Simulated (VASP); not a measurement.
# InAs (I-4m2) in VASP: further runs

The runs below take InAs through single point, with PBE.

Everything below comes from runs of VASP 6.6.1. Logs are shortened: lines on timing, memory, paths and dates and some standing lists are left out, and cuts for length are marked.

## Step 1: The cell of the first run

Symmetry: I-4m2, No. 119, tetragonal system. The conventional cell has a = 4.619 Å, b = 4.619 Å, c = 6.290 Å, α = 90.00°, β = 90.00°, γ = 90.00°. Within 3.7 Å of In (site symmetry -4m2) lie 4 As at 2.79 Å. As (site symmetry -4m2) has 4 In at 2.79 Å within 3.7 Å.

## Step 2: Single point, PBE (strain +0.080 along x and y, +0.040 along z)

INCAR

```
PREC     = Accurate       # precision mode
ENCUT    = 520            # plane-wave cutoff, eV
EDIFF    = 1E-6           # SCF threshold, eV
ISMEAR   = 0              # smearing method
SIGMA    = 0.15           # smearing width, eV
LREAL    = F              # projectors in reciprocal space
LASPH    = T              # aspherical terms in the spheres
NELM     = 80             # most SCF steps
ALGO     = Normal         # electronic algorithm
ISIF     = 2              # what is computed and relaxed
LWAVE    = F              # write WAVECAR
LCHARG   = F              # write CHGCAR
GGA      = PE             # functional
NBANDS   = 16             # bands
```

KPOINTS

```
regular mesh
0
Gamma
  14 14 14
```

POSCAR

```
InAs
1.0
    0.0000000000      3.2659200000      3.1449600000
    3.2659200000      0.0000000000      3.1449600000
    3.2659200000      3.2659200000      0.0000000000
In As
1 1
Direct
    0.0000000000      0.0000000000      0.0000000000
    0.7500000000      0.7500000000      0.7500000000
```

Potentials or basis: VASP PAW PBE potentials, release 64 (In_d, As).

Command:

```bash
$ cat potpaw_PBE.64/In_d/POTCAR potpaw_PBE.64/As/POTCAR > POTCAR
$ mpirun -np 1 vasp_std > vasp.out
```

OUTCAR:

```text
PREC = Accurate
   ENCUT = 520
   EDIFF = 1E-6
   ISMEAR = 0
   LREAL = F
   LASPH = T
   NELM = 80
   ISIF = 2
   GGA = PE

 ion  position               nearest neighbor table
   1  0.000  0.000  0.000-   2 2.79   2 2.79   2 2.79   2 2.79
   2  0.750  0.750  0.750-   1 2.79   1 2.79   1 2.79   1 2.79

  LATTYP: Found a body centered tetragonal cell.
 ALAT       =     4.6187083576
 C/A-ratio  =     1.3618352823

  Lattice vectors:

 A1 = (   0.0000000000,  -3.2659200000,  -3.1449600000)
 A2 = (   0.0000000000,   3.2659200000,  -3.1449600000)
 A3 = (   3.2659200000,   0.0000000000,   3.1449600000)

Analysis of symmetry for initial positions (statically):
=====================================================================
 Subroutine PRICEL returns:
 Original cell was already a primitive cell.

 Routine SETGRP: Setting up the symmetry group for a
 body centered tetragonal supercell.

 Subroutine GETGRP returns: Found  8 space group operations
 (whereof  8 operations were pure point group operations)
 out of a pool of 16 trial point group operations.

The static configuration has the point symmetry D_2d.

Analysis of symmetry for dynamics (positions and initial velocities):
=====================================================================
 Subroutine PRICEL returns:
 Original cell was already a primitive cell.

 Routine SETGRP: Setting up the symmetry group for a
 body centered tetragonal supercell.

 Subroutine GETGRP returns: Found  8 space group operations
 (whereof  8 operations were pure point group operations)
 out of a pool of 16 trial point group operations.

The dynamic configuration has the point symmetry D_2d.

 Subroutine INISYM returns: Found  8 space group operations
 (whereof  8 operations are pure point group operations),
 and found     1 'primitive' translations

----------------------------------------------------------------------------------------

                                     Primitive cell

  volume of cell :      67.0898

  direct lattice vectors                    reciprocal lattice vectors
     0.000000000  3.265920000  3.144960000    -0.153096218  0.153096218  0.158984534
     3.265920000  0.000000000  3.144960000     0.153096218 -0.153096218  0.158984534
     3.265920000  3.265920000  0.000000000     0.153096218  0.153096218 -0.158984534

  length of vectors
     4.533983552  4.533983552  4.618708358     0.268613078  0.268613078  0.268613078

  position of ions in fractional coordinates (direct lattice)
     0.000000000  0.000000000  0.000000000
     0.750000000  0.750000000  0.750000000

  ion indices of the primitive-cell ions
   primitive index   ion index
                 1           1
                 2           2

----------------------------------------------------------------------------------------

 KPOINTS: regular mesh

Automatic generation of k-mesh.
 Grid dimensions read from file:
 generate k-points for:   14   14   14

 Generating k-lattice:

  Cartesian coordinates                     Fractional coordinates (reciprocal lattice)
    -0.010935444  0.010935444  0.011356038     0.071428571 -0.000000000  0.000000000
     0.010935444 -0.010935444  0.011356038    -0.000000000  0.071428571  0.000000000
     0.010935444  0.010935444 -0.011356038     0.000000000  0.000000000  0.071428571

  Length of vectors
     0.019186648  0.019186648  0.019186648

  Shift w.r.t. Gamma in fractional coordinates (k-lattice)
     0.000000000  0.000000000  0.000000000

 Subroutine IBZKPT returns following result:
 ===========================================

 Found    244 irreducible k-points:

 Following reciprocal coordinates:
            Coordinates               Weight
  0.000000  0.000000  0.000000      1.000000
  0.071429 -0.000000  0.000000      8.000000
  0.142857 -0.000000  0.000000      8.000000
  0.214286 -0.000000  0.000000      8.000000
  0.285714 -0.000000  0.000000      8.000000
  0.357143  0.000000  0.000000      8.000000
[... 16 lines left out ...]
  0.214286  0.142857  0.000000      8.000000
  0.285714  0.142857  0.000000      8.000000
 [... further k-points ...]
   k-points           NKPTS =    244   k-points in BZ     NKDIM =    244   number of bands    NBANDS=     16
   number of dos      NEDOS =    301   number of ions     NIONS =      2
   total plane-waves  NPLWV =  46656
   dimension x,y,z NGX =    36 NGY =   36 NGZ =   36
   dimension x,y,z NGXF=    72 NGYF=   72 NGZF=   72
   ions per type =               1   1
   NGX,Y,Z   is equivalent  to a cutoff of  13.20, 13.20, 12.96 a.u.
   NGXF,Y,Z  is equivalent  to a cutoff of  26.40, 26.40, 25.92 a.u.
 SYSTEM =  unknown system
   PREC   = accura    normal or accurate (medium, high low for compatibility)
   ISTART =      0    job   : 0-new  1-cont  2-samecut
   ICHARG =      2    charge: 1-file 2-atom 10-const
   ISPIN  =      1    spin polarized calculation?
   LNONCOLLINEAR =      F non collinear calculations
   LSORBIT =      F    spin-orbit coupling
[... 108 lines left out ...]
  band No.  band energies     occupation
      1     -11.3961      2.00000
      2     -11.3555      2.00000
      3     -11.3483      2.00000
      4     -11.3038      2.00000
      5     -11.2923      2.00000
      6      -7.5163      2.00000
[... 8 lines left out ...]
     15      11.1015      0.00000
     16      11.2463      0.00000

 k-point     6 :       0.3571    0.0000    0.0000
  band No.  band energies     occupation
      1     -11.4065      2.00000
      2     -11.3527      2.00000
      3     -11.3459      2.00000
      4     -11.3027      2.00000
      5     -11.2908      2.00000
      6      -7.3069      2.00000
[... 8 lines left out ...]
     15      11.6135      0.00000
     16      11.6290      0.00000

 k-point     7 :       0.4286   -0.0000    0.0000
  band No.  band energies     occupation
      1     -11.4137      2.00000
      2     -11.3509      2.00000
      3     -11.3445      2.00000
      4     -11.3017      2.00000
      5     -11.2894      2.00000
      6      -7.1437      2.00000
[... 8 lines left out ...]
     15      12.2238      0.00000
     16      12.3620      0.00000

 k-point     8 :       0.5000   -0.0000    0.0000
  band No.  band energies     occupation
      1     -11.4162      2.00000
      2     -11.3504      2.00000
      3     -11.3441      2.00000
      4     -11.3013      2.00000
      5     -11.2889      2.00000
      6      -7.0809      2.00000
[... 8 lines left out ...]
     15      12.5975      0.00000
     16      12.8869      0.00000

 k-point     9 :       0.0714    0.0714    0.0000
  band No.  band energies     occupation
      1     -11.3647      2.00000
      2     -11.3647      2.00000
      3     -11.3600      2.00000
      4     -11.3051      2.00000
      5     -11.2939      2.00000
      6      -7.9814      2.00000
[... 8 lines left out ...]
     15      11.4517      0.00000
     16      11.7268      0.00000
[... 172 lines left out ...]
 k-point    19 :      -0.2143    0.0714    0.0000
  band No.  band energies     occupation
      1     -11.3916      2.00000
      2     -11.3579      2.00000
      3     -11.3470      2.00000
      4     -11.3029      2.00000
      5     -11.2945      2.00000
      6      -7.6319      2.00000
[... 8 lines left out ...]
     15      10.7921      0.00000
     16      11.7104      0.00000

 k-point    20 :      -0.1429    0.0714    0.0000
  band No.  band energies     occupation
      1     -11.3816      2.00000
      2     -11.3617      2.00000
      3     -11.3494      2.00000
      4     -11.3034      2.00000
      5     -11.2950      2.00000
      6      -7.8114      2.00000
[... 8 lines left out ...]
     15      10.8287      0.00000
     16      11.2153      0.00000

 k-point    21 :      -0.0714    0.0714    0.0000
  band No.  band energies     occupation
      1     -11.3736      2.00000
      2     -11.3645      2.00000
      3     -11.3519      2.00000
      4     -11.3039      2.00000
      5     -11.2949      2.00000
      6      -7.9372      2.00000
[... 8 lines left out ...]
     15      10.8666      0.00000
     16      11.3593      0.00000

 k-point    22 :       0.1429    0.1429    0.0000
  band No.  band energies     occupation
      1     -11.3738      2.00000
      2     -11.3591      2.00000
      3     -11.3591      2.00000
      4     -11.3074      2.00000
      5     -11.2920      2.00000
      6      -7.8325      2.00000
[... 8 lines left out ...]
     15      11.0510      0.00000
     16      11.9003      0.00000

 k-point    23 :       0.2143    0.1429    0.0000
  band No.  band energies     occupation
      1     -11.3842      2.00000
      2     -11.3552      2.00000
      3     -11.3549      2.00000
      4     -11.3087      2.00000
      5     -11.2908      2.00000
      6      -7.7052      2.00000
[... 8 lines left out ...]
     15      11.6123      0.00000
     16      11.8879      0.00000

 k-point    24 :       0.2857    0.1429    0.0000
  band No.  band energies     occupation
      1     -11.3957      2.00000
      2     -11.3512      2.00000
      3     -11.3506      2.00000
      4     -11.3094      2.00000
      5     -11.2895      2.00000
      6      -7.5279      2.00000
[... 8 lines left out ...]
     15      11.9249      0.00000
     16      11.9696      0.00000

 [... further k-points ...]
[... 5 lines left out ...]
  --------------------------------------------------------------------------------------
  -------------------------------------------------------------------------------------
  Total       -2.0396079     -2.0396079     -1.5487905      0.0000000      0.0000000      0.0000000
  in kB      -48.7080850    -48.7080850    -36.9868248      0.0000000      0.0000000      0.0000000
  external PRESSURE =     -44.8009983 kB  Pullay stress =       0.0000000 kB

 VOLUME and BASIS-vectors are now :
 -----------------------------------------------------------------------------
  energy-cutoff  :      520.00
  volume of cell :       67.09
      direct lattice vectors                 reciprocal lattice vectors
     0.000000000  3.265920000  3.144960000    -0.153096218  0.153096218  0.158984534
     3.265920000  0.000000000  3.144960000     0.153096218 -0.153096218  0.158984534
     3.265920000  3.265920000  0.000000000     0.153096218  0.153096218 -0.158984534

 POSITION                                       TOTAL-FORCE (eV/Angst)
 -----------------------------------------------------------------------------------
      0.00000      0.00000      0.00000         0.000000      0.000000      0.000000
      4.89888      4.89888      4.71744        -0.000000     -0.000000      0.000000
 -----------------------------------------------------------------------------------
    total drift:                                0.000000      0.000000     -0.000000

  FREE ENERGIE OF THE ION-ELECTRON SYSTEM (eV)
  ---------------------------------------------------
  free  energy   TOTEN  =        -7.5915730671 eV

  energy  without entropy=       -7.5912261804  energy(sigma->0) =       -7.59139962
```

Run time: 78 s. Hardware: 1 thread of Intel Xeon 6975P-C (Granite Rapids), shared host; peak memory 0.41 GiB.

What came out:

* Free energy: -7.5916 eV
* Pressure: -4.5 GPa

Caveat: the cell differs from its parent crystal (strain +0.080 along x and y, +0.040 along z); the cell stands under tension; spin-orbit coupling is left out, which moves the levels of the heavy elements.

## Step 3: Single point, PBE (strain -0.080 along x and y, +0.000 along z)

INCAR

```
ALGO = Normal
EDIFF = 1E-6
ENCUT = 520
GGA = PE
ISIF = 2
ISMEAR = 0
LASPH = True
LCHARG = True
LELF = True
LREAL = False
LVHAR = True
LWAVE = False
NBANDS = 16
NELM = 60
PREC = Accurate
SIGMA = 0.15
```

KPOINTS

```
k-points
0
Gamma
  14 14 14
```

POSCAR

```
InAs
1.0
    0.0000000000      2.7820800000      3.0240000000
    2.7820800000      0.0000000000      3.0240000000
    2.7820800000      2.7820800000      0.0000000000
In As
1 1
Direct
    0.0000000000      0.0000000000      0.0000000000
    0.7500000000      0.7500000000      0.7500000000
```

Potentials or basis: VASP PAW PBE potentials, release 64 (In_d, As).

Command:

```bash
$ cat potpaw_PBE.64/In_d/POTCAR potpaw_PBE.64/As/POTCAR > POTCAR
$ mpirun -np 1 vasp_std > vasp.out
```

Run time: 94 s. Hardware: 1 thread of Intel Xeon 6975P-C (Granite Rapids), shared host; peak memory 0.32 GiB.

The run converged. Its results:

| Quantity | Value |
| --- | --- |
| Free energy | -7.0801 eV |
| Pressure | 19.6 GPa |
| Band gap on the k mesh | 0.45 eV |

Stress tensor (GPa, compression positive):
```
20.45  0.00  0.00
 0.00 20.45  0.00
 0.00  0.00 18.01
```

Levels at points of the mesh, in eV from the valence-band top:
| k point | band 7 | band 8 | band 9 | band 10 | band 11 | band 12 |
| --- | --- | --- | --- | --- | --- | --- |
| (0.00, 0.00, 0.00) | -0.53 | 0.00 | 0.00 | 0.45 | 3.77 | 3.77 |
| (0.50, 0.00, 0.00) | -6.89 | -1.77 | -1.08 | 1.02 | 4.40 | 4.91 |
| (0.50, 0.50, 0.00) | -7.19 | -2.73 | -2.73 | 1.44 | 2.40 | 9.53 |
| (0.50, 0.00, 0.50) | -6.59 | -3.30 | -3.24 | 0.90 | 1.58 | 9.55 |

Caveat: the cell differs from its parent crystal (strain -0.080 along x and y, +0.000 along z); the cell stands under pressure; spin-orbit coupling is left out, which moves the levels of the heavy elements. A k mesh can miss the band edges.

## Step 4: Single point, PBE (strain -0.040 along x and y, -0.080 along z)

INCAR

```
SYSTEM = InAs
ALGO = Normal
EDIFF = 1E-7
ENCUT = 520
GGA = PE
ISIF = 2
ISMEAR = 0
LASPH = .True.
LCHARG = .False.
LREAL = .False.
LWAVE = .False.
NBANDS = 16
NELM = 100
PREC = Accurate
SIGMA = 0.15
```

KPOINTS

```
k-points
0
Gamma
  14 14 14
  0 0 0
```

POSCAR

```
InAs
1.0
    0.0000000000      2.9030400000      2.7820800000
    2.9030400000      0.0000000000      2.7820800000
    2.9030400000      2.9030400000      0.0000000000
In As
1 1
Direct
    0.0000000000      0.0000000000      0.0000000000
    0.7500000000      0.7500000000      0.7500000000
```

Command:

```bash
$ cat potpaw_PBE.64/In_d/POTCAR potpaw_PBE.64/As/POTCAR > POTCAR
$ mpirun -np 1 vasp_std > vasp.out
```

Run time: 2 min. Hardware: 1 thread of Intel Xeon 6975P-C (Granite Rapids), shared host; peak memory 0.32 GiB.

The run converged. Its results:

```yaml
Free_energy: -7.1048 eV
Pressure: 19.7 GPa
Band_gap_on_the_k_mesh: 0.50 eV
```

Stress tensor (GPa, compression positive):
```
19.42  0.00  0.00
 0.00 19.42  0.00
 0.00  0.00 20.11
```

Levels at points of the mesh, in eV from the valence-band top:
```
           k point  band 6  band 7  band 8  band 9  band 10  band 11  band 12  band 13
(0.00, 0.00, 0.00)  -13.21   -0.22   -0.22    0.00     0.50     3.76     3.83     3.83
(0.50, 0.00, 0.00)  -11.15   -6.86   -1.56   -1.24     1.15     4.41     4.79     6.82
(0.50, 0.50, 0.00)  -10.30   -6.57   -3.27   -3.27     0.92     1.59    10.28    10.28
(0.50, 0.00, 0.50)  -10.49   -6.87   -3.01   -2.97     1.18     2.01    10.00    10.01
```

Caveat: the cell differs from its parent crystal (strain -0.040 along x and y, -0.080 along z); the cell stands under pressure; spin-orbit coupling is left out, which moves the levels of the heavy elements. A k mesh can miss the band edges.

## Step 5: Single point, PBE (strain +0.040 along x and y, -0.080 along z)

INCAR

```
PREC     = Accurate       # precision mode
ENCUT    = 520            # plane-wave cutoff, eV
EDIFF    = 1E-7           # SCF threshold, eV
ISMEAR   = 0              # smearing method
SIGMA    = 0.15           # smearing width, eV
LREAL    = False          # projectors in reciprocal space
LASPH    = True           # aspherical terms in the spheres
NELM     = 80             # most SCF steps
ALGO     = Normal         # electronic algorithm
ISIF     = 2              # what is computed and relaxed
LWAVE    = False          # write WAVECAR
LCHARG   = True           # write CHGCAR
GGA      = PE             # functional
LELF     = True           # ELF
LVHAR    = True         
NBANDS   = 16             # bands
```

KPOINTS

```
regular mesh
0
Gamma
  14 14 14
```

POSCAR

```
InAs
1.0
    0.0000000000      3.1449600000      2.7820800000
    3.1449600000      0.0000000000      2.7820800000
    3.1449600000      3.1449600000      0.0000000000
In As
1 1
Direct
    0.0000000000      0.0000000000      0.0000000000
    0.7500000000      0.7500000000      0.7500000000
```

Command:

```bash
$ cat potpaw_PBE.64/In_d/POTCAR potpaw_PBE.64/As/POTCAR > POTCAR
$ mpirun -np 1 vasp_std > vasp.out
```

Run time: 1.9 min. Hardware: 1 thread of Intel Xeon 6975P-C (Granite Rapids), shared host; peak memory 0.35 GiB.

The run converged. Its results:

| Property | Result |
| --- | --- |
| Free energy | -7.6221 eV |
| Pressure | 3.9 GPa |
| Band gap on the k mesh | 0.19 eV (least direct gap 0.49 eV) |

Stress tensor (GPa, compression positive):
```
2.96 0.00 0.00
0.00 2.96 0.00
0.00 0.00 5.84
```

Levels at points of the mesh, in eV from the valence-band top:
```csv
k point,band 5,band 6,band 7,band 8,band 9,band 10,band 11,band 12,band 13,band 14
"(0.00, 0.00, 0.00)",-14.39,-11.97,-0.36,-0.29,-0.29,0.19,3.72,3.95,3.95,7.41
"(0.50, 0.00, 0.00)",-14.37,-10.50,-5.88,-1.47,-0.75,0.69,4.19,5.13,6.88,8.69
"(0.50, 0.50, 0.00)",-14.36,-9.73,-5.48,-2.87,-2.87,1.10,1.24,9.15,9.15,9.68
"(0.50, 0.00, 0.50)",-14.38,-10.08,-6.17,-2.21,-2.14,1.64,2.33,8.32,8.56,9.08
```

Caveat: the cell differs from its parent crystal (strain +0.040 along x and y, -0.080 along z); the cell stands under pressure; spin-orbit coupling is left out, which moves the levels of the heavy elements.

## Step 6: Overview

```csv
cell,gap on the mesh (eV),pressure (GPa)
"a = 4.534, b = 4.534, c = 4.619 Å, angles 59.4, 59.4, 61.2°, 2 atoms",-,-4.5
"a = 4.109, b = 4.109, c = 3.934 Å, angles 61.4, 61.4, 57.2°, 2 atoms",0.45,19.6
"a = 4.021, b = 4.021, c = 4.106 Å, angles 59.3, 59.3, 61.4°, 2 atoms",0.50,19.7
"a = 4.199, b = 4.199, c = 4.448 Å, angles 58.0, 58.0, 64.0°, 2 atoms",0.19,3.9
```

Alike in all rows: task single point; level PBE; potentials or basis VASP PAW PBE potentials, release 64 (In_d, As); no spin polarisation; k mesh 14 × 14 × 14; cutoff (eV) 520; smearing gaussian 0.15 eV.

Caveats: spin-orbit coupling is left out, which moves the levels of the heavy elements; the cell stands under pressure (at least some runs); the cell stands under tension (at least some runs).

Total energies depend on the potentials used, so only differences within one code and one set of settings carry meaning.
